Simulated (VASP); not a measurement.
Runs of VASP 6.6.1 on GaGe. The structure is that of space group F-43m (No. 216), or close to it. The cells are those of the table. 

```tsv
task	level	potentials or basis	cell	k mesh	cutoff (eV)	gap on the mesh (eV)	pressure (GPa)
single point	revPBE	VASP PAW PBE potentials, release 64 (Ge_d, Ga_d)	a = 4.138 Å, angles 60.0°, 2 atoms	8 × 8 × 8	520	none	0.0
single point	revPBE	VASP PAW PBE potentials, release 64 (Ge_d, Ga_d)	a = 4.098 Å, angles 60.0°, 2 atoms	8 × 8 × 8	520	none	1.4
single point	LDA	VASP PAW LDA potentials, release 64 (Ge_d, Ga_d)	a = 4.125 Å, angles 60.0°, 2 atoms	8 × 8 × 8	520	none	(a)
relaxation of cell and atoms	revPBE	VASP PAW PBE potentials, release 64 (Ge_d, Ga_d)	relaxed from a = 4.098 Å, angles 60.0°, 2 atoms	8 × 8 × 8	600	none	-0.1
single point	PBE	VASP PAW PBE potentials, release 64 (Ge_d, Ga_d)	a = 4.098 Å, angles 60.0°, 2 atoms	5 × 5 × 5	520	none	-0.1
```

Alike in all rows: no spin polarisation; smearing fermi-dirac 0.05 eV.

Task: Fill in the values left out.

Result: (a) -4.8.

Caveats: some runs use coarse meshes; the PAW data sets were made with another functional, which shifts forces and pressure a little (some runs).

A k mesh can miss the band edges, and the runs leave out spin-orbit coupling on Ga, Ge.

A gap of «none» marks levels without a gap at the run's occupations.
